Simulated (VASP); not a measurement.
# Bi2Te5 (P4/mmm) in VASP: relaxation of cell and atoms with PBE

Aim: the relaxation of cell and atoms of Bi2Te5 with PBE.

Everything below comes from runs of VASP 6.6.1. Logs are shortened: lines on timing, memory, paths and dates and some standing lists are left out, and cuts for length are marked.

## Step 1: The cell of the first run

It takes space group P4/mmm (No. 123, tetragonal). The conventional cell has a = 9.037 Å, b = 9.037 Å, c = 3.238 Å, α = 90.00°, β = 90.00°, γ = 90.00°. Bi (site symmetry mmm) has 4 Te at 3.21 Å and 2 Bi at 3.24 Å within 4.2 Å. Te (site symmetry m2m) has 2 Bi at 3.21 Å and 6 Te at 3.24 to 4.16 Å within 4.2 Å. Te (site symmetry 4/mmm) has 10 Te at 3.24 to 3.36 Å within 4.3 Å.

The cell was generated, and may not be a known phase.

## Step 2: Relaxation of cell and atoms, PBE

INCAR reads:

```
PREC = Accurate ; ENCUT = 600
EDIFF = 1E-6 ; ISMEAR = 0
SIGMA = 0.1 ; LREAL = False
LASPH = True ; NELM = 60
ALGO = Normal ; ISIF = 3
LWAVE = False ; LCHARG = False
GGA = PE ; IBRION = 2
NSW = 100 ; EDIFFG = -0.01
```

KPOINTS reads:

```
regular mesh
0
Gamma
  4 4 12
```

POSCAR reads:

```
Bi2Te5
1.0
    9.0373416011      0.0000000000      0.0000000000
    0.0000000000      9.0373416011      0.0000000000
    0.0000000000      0.0000000000      3.2381487575
Bi Te
2 5
Direct
    0.5000000000      0.0000000000      0.0000000000
    0.0000000000      0.5000000000      0.0000000000
    0.7301996152      0.7301996152      0.0000000000
    0.2698003848      0.2698003848      0.0000000000
    0.2698003848      0.7301996152      0.0000000000
    0.7301996152      0.2698003848      0.0000000000
    0.5000000000      0.5000000000      0.5000000000
```

Potentials or basis: VASP PAW PBE potentials, release 64 (Bi_d, Te).

Started as:

```sh
$ cat potpaw_PBE.64/Bi_d/POTCAR potpaw_PBE.64/Te/POTCAR > POTCAR
$ mpirun -np 1 vasp_std > vasp.out
```

OUTCAR:

```text
PREC = Accurate
   ENCUT = 600
   EDIFF = 1E-6
   ISMEAR = 0
   LREAL = False
   LASPH = True
   NELM = 60
   ISIF = 3
   GGA = PE
   IBRION = 2
   NSW = 100
   EDIFFG = -0.01

 ion  position               nearest neighbor table
   1  0.500  0.000  0.000-   3 3.21   4 3.21   5 3.21   6 3.21
   2  0.000  0.500  0.000-   3 3.21   4 3.21   5 3.21   6 3.21
   3  0.730  0.730  0.000-   1 3.21   2 3.21   7 3.36   7 3.36
   4  0.270  0.270  0.000-   1 3.21   2 3.21   7 3.36   7 3.36
   5  0.270  0.730  0.000-   1 3.21   2 3.21   7 3.36   7 3.36
   6  0.730  0.270  0.000-   1 3.21   2 3.21   7 3.36   7 3.36
   7  0.500  0.500  0.500-   3 3.36   4 3.36   5 3.36   6 3.36   3 3.36   4 3.36   5 3.36   6 3.36

  LATTYP: Found a simple tetragonal cell.
 ALAT       =     9.0373416011
 C/A-ratio  =     0.3583076640

  Lattice vectors:

 A1 = (   9.0373416011,   0.0000000000,   0.0000000000)
 A2 = (   0.0000000000,   9.0373416011,   0.0000000000)
 A3 = (   0.0000000000,   0.0000000000,   3.2381487575)

Analysis of symmetry for initial positions (statically):
=====================================================================
 Subroutine PRICEL returns:
 Original cell was already a primitive cell.

 Routine SETGRP: Setting up the symmetry group for a
 simple tetragonal supercell.

 Subroutine GETGRP returns: Found 16 space group operations
 (whereof 16 operations were pure point group operations)
 out of a pool of 16 trial point group operations.

The static configuration has the point symmetry D_4h.

Analysis of symmetry for dynamics (positions and initial velocities):
=====================================================================
 Subroutine PRICEL returns:
 Original cell was already a primitive cell.

 Routine SETGRP: Setting up the symmetry group for a
 simple tetragonal supercell.

 Subroutine GETGRP returns: Found 16 space group operations
 (whereof 16 operations were pure point group operations)
 out of a pool of 16 trial point group operations.

The dynamic configuration has the point symmetry D_4h.

 Subroutine INISYM returns: Found 16 space group operations
 (whereof 16 operations are pure point group operations),
 and found     1 'primitive' translations

----------------------------------------------------------------------------------------

                                     Primitive cell

  volume of cell :     264.4711

  direct lattice vectors                    reciprocal lattice vectors
     9.037341601  0.000000000  0.000000000     0.110652009  0.000000000  0.000000000
     0.000000000  9.037341601  0.000000000     0.000000000  0.110652009  0.000000000
     0.000000000  0.000000000  3.238148757     0.000000000  0.000000000  0.308818425

  length of vectors
     9.037341601  9.037341601  3.238148757     0.110652009  0.110652009  0.308818425

  position of ions in fractional coordinates (direct lattice)
     0.500000000  0.000000000  0.000000000
     0.000000000  0.500000000  0.000000000
     0.730199615  0.730199615  0.000000000
     0.269800385  0.269800385  0.000000000
     0.269800385  0.730199615  0.000000000
     0.730199615  0.269800385  0.000000000
     0.500000000  0.500000000  0.500000000

  ion indices of the primitive-cell ions
   primitive index   ion index
                 1           1
                 2           2
                 3           3
                 4           4
                 5           5
                 6           6
                 7           7

----------------------------------------------------------------------------------------

 KPOINTS: regular mesh

Automatic generation of k-mesh.
 Grid dimensions read from file:
 generate k-points for:    4    4   12

 Generating k-lattice:

  Cartesian coordinates                     Fractional coordinates (reciprocal lattice)
     0.027663002  0.000000000  0.000000000     0.250000000  0.000000000  0.000000000
     0.000000000  0.027663002  0.000000000     0.000000000  0.250000000  0.000000000
     0.000000000  0.000000000  0.025734869     0.000000000  0.000000000  0.083333333

  Length of vectors
     0.027663002  0.027663002  0.025734869

  Shift w.r.t. Gamma in fractional coordinates (k-lattice)
     0.000000000  0.000000000  0.000000000

 Subroutine IBZKPT returns following result:
 ===========================================

 Found     42 irreducible k-points:

 Following reciprocal coordinates:
            Coordinates               Weight
  0.000000  0.000000  0.000000      1.000000
  0.250000  0.000000  0.000000      4.000000
  0.500000  0.000000  0.000000      2.000000
  0.250000  0.250000  0.000000      4.000000
  0.500000  0.250000  0.000000      4.000000
  0.500000  0.500000  0.000000      1.000000
[... 16 lines left out ...]
  0.500000  0.250000  0.250000      8.000000
  0.500000  0.500000  0.250000      2.000000
 [... further k-points ...]
   k-points           NKPTS =     42   k-points in BZ     NKDIM =     42   number of bands    NBANDS=     36
   number of dos      NEDOS =    301   number of ions     NIONS =      7
   total plane-waves  NPLWV = 145152
   dimension x,y,z NGX =    72 NGY =   72 NGZ =   28
   dimension x,y,z NGXF=   144 NGYF=  144 NGZF=   56
   ions per type =               2   5
   NGX,Y,Z   is equivalent  to a cutoff of  13.24, 13.24, 14.38 a.u.
   NGXF,Y,Z  is equivalent  to a cutoff of  26.49, 26.49, 28.75 a.u.
 SYSTEM =  unknown system
   PREC   = accura    normal or accurate (medium, high low for compatibility)
   ISTART =      0    job   : 0-new  1-cont  2-samecut
   ICHARG =      2    charge: 1-file 2-atom 10-const
   ISPIN  =      1    spin polarized calculation?
   LNONCOLLINEAR =      F non collinear calculations
   LSORBIT =      F    spin-orbit coupling
   LASPH  =      T    aspherical Exc in radial PAW
   ENCUT  =  600.0 eV  44.10 Ry    6.64 a.u.  18.05 18.05  6.47*2*pi/ulx,y,z
   NELM   =     60;   NELMIN=  2; NELMDL= -5     # of ELM steps
   EDIFF  = 0.1E-05   stopping-criterion for ELM
   LREAL  =      F    real-space projection
   EDIFFG = -.1E-01   stopping-criterion for IOM
   NSW    =    100    number of steps for IOM
   IBRION =      2    ionic relax: 0-MD 1-quasi-New 2-CG
   NFREE  =      1    steps in history (QN), initial steepest desc. (CG)
   ISIF   =      3    stress and relaxation
   ISYM   =      2    0-nonsym 1-usesym 2-fastsym
   POTIM  = 0.5000    time-step for ionic-motion
   TEBEG  =    0.0;   TEEND  =   0.0 temperature during run
   PSTRESS=    0.0 pullay stress
   NELECT =      60.0000    total number of electrons
   NUPDOWN=      -1.0000    fix difference up-down
   EMIN   =  10.00;   EMAX   =-10.00  energy-range for DOS
   EFERMI =   0.00;   METHOD = LEGACY
   ISMEAR =     0;   SIGMA  =   0.10  broadening in eV -4-tet -1-fermi 0-gaus
   EFERMI_NEDOS =   21; number of points for ismear=-14 and -15
   IALGO  =     38    algorithm
   IMIX   =      4    mixing-type and parameters
     AMIX     =   0.40;   BMIX     =  1.00
     AMIX_MAG =   1.60;   BMIX_MAG =  1.00
  volume/ion in A,a.u.               =      37.78       254.96
  Fermi-wavevector in a.u.,A,eV,Ry     =   0.998464  1.886824 13.564068  0.996931
  Thomas-Fermi vector in A             =   2.130689
   LORBIT       =      0    0 simple, 1 ext, 2 COOP (PROOUT), +10 PAW based schemes
   GGA     = PE    functional components
   LHFCALC =     F    Hartree Fock is set to
   AEXX    =    0.0000 exact exchange contribution
   IVDW    =     0    specifies the selected vdW correction
   LEPSILON=     F    determine dielectric tensor
   LRPA    =     F    only Hartree local field effects (RPA)
 conjugate gradient relaxation of ions
 non-spin polarized calculation
 Gauss-broadening in eV      SIGMA  =   0.10
  energy-cutoff  :      600.00
  volume of cell :      264.47
 maximum number of plane-waves:      8884
   NGX = 37   NGY = 37   NGZ = 13

--------------------------------------- Ionic step        1  -------------------------------------------

 number of electron      60.0000008 magnetization

 Free energy of the ion-electron system (eV)
  ---------------------------------------------------
  ext. energy  EPLUGINS =         0.00000000
  ---------------------------------------------------
  free energy    TOTEN  =       -22.27484186 eV

  energy without entropy =      -22.24913601  energy(sigma->0) =      -22.26198893

------------------------ aborting loop because EDIFF is reached ----------------------------------------

  FORCE on cell =-STRESS in cart. coord.  units (eV):
  Direction    XX          YY          ZZ          XY          YZ          ZX
  --------------------------------------------------------------------------------------
  -------------------------------------------------------------------------------------
  Total       -0.2675398     -0.2675398      0.1456800      0.0000000      0.0000000      0.0000000
  in kB       -1.6207675     -1.6207675      0.8825356      0.0000000      0.0000000      0.0000000
  external PRESSURE =      -0.7863331 kB  Pullay stress =       0.0000000 kB
[... 104 lines left out ...]
  FREE ENERGIE OF THE ION-ELECTRON SYSTEM (eV)
  ---------------------------------------------------
  free  energy   TOTEN  =       -22.2971052982 eV

  energy  without entropy=      -22.2751840915  energy(sigma->0) =      -22.28614469

[... ionic steps 4 to 12 ...]

--------------------------------------- Ionic step       13  -------------------------------------------

 number of electron      59.9999995 magnetization

------------------------ aborting loop because EDIFF is reached ----------------------------------------

  FORCE on cell =-STRESS in cart. coord.  units (eV):
  Direction    XX          YY          ZZ          XY          YZ          ZX
  --------------------------------------------------------------------------------------
  -------------------------------------------------------------------------------------
  Total        0.0486619      0.0486619      0.1435151      0.0000000     -0.0000000      0.0000000
  in kB        0.3023985      0.3023985      0.8918426      0.0000000     -0.0000000      0.0000000
  external PRESSURE =       0.4988799 kB  Pullay stress =       0.0000000 kB
[... 67 lines left out ...]
  energy  without entropy=      -22.2964862670  energy(sigma->0) =      -22.30938691

--------------------------------------- Ionic step       15  -------------------------------------------

 number of electron      59.9999995 magnetization

 Free energy of the ion-electron system (eV)
  ---------------------------------------------------
  ext. energy  EPLUGINS =         0.00000000
  ---------------------------------------------------
  free energy    TOTEN  =       -22.32229068 eV

  energy without entropy =      -22.29650108  energy(sigma->0) =      -22.30939588

 E-fermi :   5.1940     XC(G=0):  -8.7434

 val. band max:        5.1876253581   @ k =   0.2500   0.0000   0.4167
 cond. band min:       5.2043180526   @ k =   0.2500   0.0000   0.0000
 fundamental gap:      0.0166926944
 Fermi energy:         5.1940008176

 k-point     1 :       0.0000    0.0000    0.0000
  band No.  band energies     occupation
      1     -18.0018      2.00000
      2     -18.0016      2.00000
      3     -17.9092      2.00000
      4     -17.9081      2.00000
      5     -17.8900      2.00000
      6     -17.8897      2.00000
[... 925 lines left out ...]
     35       6.0981      0.00000
     36       6.0981      0.00000

 [... further k-points ...]

------------------------ aborting loop because EDIFF is reached ----------------------------------------

  FORCE on cell =-STRESS in cart. coord.  units (eV):
  Direction    XX          YY          ZZ          XY          YZ          ZX
  --------------------------------------------------------------------------------------
  -------------------------------------------------------------------------------------
  Total       -0.0013557     -0.0013557      0.0655743      0.0000000     -0.0000000      0.0000000
  in kB       -0.0084148     -0.0084148      0.4070206      0.0000000     -0.0000000      0.0000000
  external PRESSURE =       0.1300637 kB  Pullay stress =       0.0000000 kB
[... 22 lines left out ...]
  FREE ENERGIE OF THE ION-ELECTRON SYSTEM (eV)
  ---------------------------------------------------
  free  energy   TOTEN  =       -22.3222906764 eV

  energy  without entropy=      -22.2965010778  energy(sigma->0) =      -22.30939588

 reached required accuracy - stopping structural energy minimisation
```

Wall time 33 min (1 thread of Intel Xeon 6975P-C (Granite Rapids), shared host); peak memory 0.68 GiB.

What came out:

```yaml
Free_energy: -22.3223 eV
Relaxed_volume: 36.87 Å³/atom
Relaxed_cell: a = 8.935 Å, b = 8.935 Å, c = 3.233 Å, α = 90.00°, β = 90.00°, γ = 90.00°
Space_group_after_relaxing_to_0.1_Å: P4/mmm (No. 123)
Energy_gained_by_relaxing: 6.8 meV/atom
Ionic_steps: 15
Pressure_after_relaxing: 0.0 GPa
Largest_force_after_relaxing: 0.003 eV/Å
Band_gap_on_the_k_mesh: zero (bands 30 and 31 overlap by 2.46 eV)
```

Forces on the atoms (eV/Å):
```
Bi   0.000  0.000  0.000
Bi   0.000  0.000  0.000
Te   0.002  0.002  0.000
Te  -0.002 -0.002  0.000
Te  -0.002  0.002  0.000
Te   0.002 -0.002  0.000
Te   0.000  0.000  0.000
```

Step by step:
```csv
step,energy change (eV),largest force (eV/Å),pressure (GPa),volume (Å³)
1,0.0000,0.1820,-0.08,264.47
2,-0.0071,0.1734,-0.06,263.76
3,-0.0223,0.1479,0.05,261.63
4,-0.0229,0.1009,0.33,257.37
5,-0.0275,0.1209,0.18,259.37
6,-0.0318,0.1059,0.15,259.30
7,-0.0413,0.0627,0.05,259.11
8,-0.0472,0.0073,-0.11,258.70
9,-0.0473,0.0021,-0.09,258.74
10,-0.0473,0.0003,-0.09,258.75
11,-0.0474,0.0025,-0.05,258.30
12,-0.0473,0.0069,0.04,257.52
13,-0.0474,0.0049,0.05,257.82
14,-0.0474,0.0035,0.01,258.06
15,-0.0474,0.0032,0.01,258.12
```

Final structure:
```xyz
7
Lattice="8.9352 0.0000 0.0000 0.0000 8.9352 0.0000 0.0000 0.0000 3.2331" Properties=species:S:1:pos:R:3 pbc="T T T"
Bi    4.4676    0.0000    0.0000
Bi    0.0000    4.4676    0.0000
Te    6.6133    6.6133    0.0000
Te    2.3219    2.3219    0.0000
Te    2.3219    6.6133    0.0000
Te    6.6133    2.3219    0.0000
Te    4.4676    4.4676    1.6165
```

Levels at points of the mesh, in eV from the Fermi level:
```tsv
k point	band 26	band 27	band 28	band 29	band 30	band 31	band 32	band 33	band 34	band 35
(0.00, 0.00, 0.00)	-1.10	-1.10	0.47	0.47	1.34	2.49	2.49	2.67	2.94	3.17
(0.50, 0.00, 0.00)	-0.12	0.69	1.42	1.46	1.56	1.59	1.83	2.24	2.54	2.62
(0.50, 0.50, 0.00)	-0.46	-0.30	0.67	0.67	1.49	2.27	2.27	2.58	3.04	3.30
(0.00, 0.00, 0.50)	-2.33	-0.81	-0.81	-0.80	-0.80	-0.66	-0.24	-0.16	-0.03	0.87
(0.50, 0.00, 0.50)	-2.34	-2.28	-2.27	-0.96	-0.85	-0.72	-0.68	-0.27	0.11	3.05
(0.50, 0.50, 0.50)	-3.00	-1.23	-1.23	-1.05	-0.75	-0.75	-0.30	-0.30	-0.06	1.48
```

Caveat: spin-orbit coupling is left out, which moves the levels of the heavy elements.
